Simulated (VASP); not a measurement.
ZnO, 4 atoms in the cell. The structure is hexagonal, space group P6_3mc (No. 186). The conventional cell has a = 3.360 Å, b = 3.360 Å, c = 4.984 Å, α = 90.00°, β = 90.00°, γ = 120.00°. Zn (site symmetry 3m) has 4 O at 2.00 Å within 2.7 Å. Within 2.7 Å of O (site symmetry 3m) lie 4 Zn at 2.00 Å.  This cell differs from its parent crystal: biaxial strain in the a-b plane: +4.0 %, then relaxed in part.

- Program: VASP 6.6.1
- Task: single point
- Functional: PBEsol
- Potentials or basis: VASP PAW PBE potentials, release 64 (Zn, O)
- Cutoff: 520 eV
- k mesh: 9 × 9 × 6
- Occupations: gaussian, width 0.02 eV
- Spin: no spin polarisation
- Dipole correction: no
- Further INCAR settings: ALGO = Normal; EDIFF = 1e-06; NBANDS = 26

Potentials or basis: VASP PAW PBE potentials, release 64 (Zn, O).

Command:

```sh
$ cat potpaw_PBE.64/Zn/POTCAR potpaw_PBE.64/O/POTCAR > POTCAR
$ mpirun -np 1 vasp_std > vasp.out
```

Hardware: 1 thread of Intel(R) Xeon(R) Platinum 8375C CPU @ 2.90GHz (Ice Lake) (shared host).

Problem. Estimate the wall time of this run.

Solution. Run time: 60 s on 1 thread of Intel(R) Xeon(R) Platinum 8375C CPU @ 2.90GHz (Ice Lake), on a shared host, peak memory 0.2 GiB. Counts: scf iterations 15, k points 48.
